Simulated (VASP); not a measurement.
Wanted: the native input for a VASP 6.6.1 run.

- Task: single point
- Functional: PBEsol
- Potentials or basis: VASP PAW PBE potentials, release 64 (Pt)
- Cutoff: 520 eV
- k mesh: 22 × 22 × 22
- Occupations: gaussian, width 0.15 eV
- Spin: no spin polarisation
- Dipole correction: no
- Further INCAR settings: ALGO = Fast; EDIFF = 1e-06; NBANDS = 11

The structure of Pt lies in POSCAR:

```
Pt
1.0
   -1.5743186250      1.5743186250      1.5842200000
    1.5743186250     -1.5743186250      1.5842200000
    1.5941213750      1.5941213750     -1.5842200000
Pt
1
Direct
    0.0000000000      0.0000000000      0.0000000000
```

This isn't the form of Pt at room conditions, which is fcc.

This cell differs from its parent crystal: strain +0.0125 x Voigt [0, 0, 0, 0, 0, 1].

These files were run (other wordings do the same):

INCAR

```
SYSTEM = Pt
PREC = Accurate
ENCUT = 520
EDIFF = 1E-6
ISMEAR = 0
SIGMA = 0.15
LREAL = .FALSE.
LASPH = .TRUE.
NELM = 60
ALGO = Fast
ISIF = 2
LWAVE = .FALSE.
LCHARG = .FALSE.
GGA = PS
NBANDS = 11
```

KPOINTS

```
Automatic mesh
0
G
  22 22 22
  0 0 0
```

Potentials or basis: VASP PAW PBE potentials, release 64 (Pt).

Launch:

```sh
$ cat potpaw_PBE.64/Pt/POTCAR > POTCAR
$ mpirun -np 1 vasp_std > vasp.out
```

It gave:

| Item | Value |
| --- | --- |
| Pressure | -11.2 GPa |
| Band gap on the k mesh | zero (bands 5 and 6 overlap by 2.17 eV) |

Caveat: the cell differs from its parent crystal (strain +0.0125 x Voigt [0, 0, 0, 0, 0, 1]); the cell stands under tension; the PAW data sets were made with another functional, which shifts forces and pressure a little; spin-orbit coupling is left out, which moves the levels of the heavy elements.

Run time: 74 s on 1 thread of Intel(R) Xeon(R) 6975P-C (Granite Rapids), on a shared host, peak memory 0.35 GiB.
